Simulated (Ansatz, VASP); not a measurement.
Two plane-wave programs on InP

INCAR

```
SYSTEM = InP
PREC = Accurate
ENCUT = 500
EDIFF = 1E-6
ISMEAR = 0
SIGMA = 0.01
LREAL = .FALSE.
LASPH = .TRUE.
NELM = 120
ALGO = Normal
ISIF = 2
LWAVE = .FALSE.
LCHARG = .FALSE.
GGA = PE
NBANDS = 16
ISYM = 0
GGA_COMPAT = .FALSE.
```

The input KPOINTS:

```
Automatic mesh
0
G
  6 6 6
  0 0 0
```

Contents of POSCAR:

```
InP
1.0
    0.0000000000      2.9537876370      2.9537876370
    2.9537876370      0.0000000000      2.9537876370
    2.9537876370      2.9537876370      0.0000000000
In P
1 1
Direct
    0.0000000000      0.0000000000      0.0000000000
    0.2500000000      0.2500000000      0.2500000000
```

Input for Ansatz:

```yaml
crystal:
  lattice:
    - [0.0, 2.953787637, 2.953787637]
    - [2.953787637, 0.0, 2.953787637]
    - [2.953787637, 2.953787637, 0.0]
  atoms:
    - { symbol: In, position: [0.0, 0.0, 0.0] }
    - { symbol: P, position: [0.25, 0.25, 0.25] }
  symmetry: { detect: false }
kpoints:
  mp_grid: { grid: [6, 6, 6] }
hamiltonian:
  xc: pbe
scf:
  occupations: { method: fixed }
  n_extra_bands: 4
output:
  forces: true
  stress: true
  eigenvalues: true
```

Alike in both runs: task single point; functional PBE; k mesh 6 × 6 × 6; no spin polarisation.

|  | VASP | Ansatz |
| --- | --- | --- |
| version | VASP 6.6.1 | Ansatz 0.2.0 |
| potentials or method | VASP PAW PBE potentials, release 64 (In_d, P) | plane waves |
| plane-wave cutoff (eV) | 500 | 420 |
| occupations | gaussian, width 0.01 eV | fixed |
| valence electrons in the cell | 18 | 18 |

|  | VASP | Ansatz | Ansatz less VASP |
| --- | --- | --- | --- |
| gap on the k mesh at the Fermi level (eV) | 0.58 | 0.58 | +0.003 |
| pressure (GPa) | 1.6 | 1.6 | +0.05 |
